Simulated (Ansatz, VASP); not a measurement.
**BiH: VASP beside Ansatz**

```xyz
4
Lattice="4.0380 0.0000 0.0000 -2.0190 3.4970 0.0000 0.0000 0.0000 4.9025" Properties=species:S:1:pos:R:3 pbc="T T T"
Bi    0.0000    2.3313    1.2256
Bi    2.0190    1.1657    3.6769
H     0.0000    0.0000    0.0000
H     4.0380    0.0000    2.4512
```

Alike in both runs: task relaxation of cell and atoms; functional PBE; k mesh 12 × 12 × 8; occupations gaussian, width 0.1 eV; no spin polarisation.

```csv
,VASP,Ansatz
version,VASP 6.6.1,Ansatz 0.2.0
potentials or method,"VASP PAW PBE potentials, release 64 (Bi_d, H), cutoff 600 eV","scalar-relativistic, plane waves, PAW"
valence electrons in the cell,32,32
```

|  | VASP | Ansatz | Ansatz less VASP |
| --- | --- | --- | --- |
| gap on the k mesh at the Fermi level, each at its own relaxed structure (eV) | none | none | - |
| relaxed volume (Å³/atom) | 16.89 | 16.88 | -0.014 |
| relaxed length of the cell vector where the two differ most in proportion (Å) | 5.879 | 5.870 | -0.0093 |

A gap of «none» marks a metal or a gap that the smearing closes.

Spin-orbit coupling is off throughout.
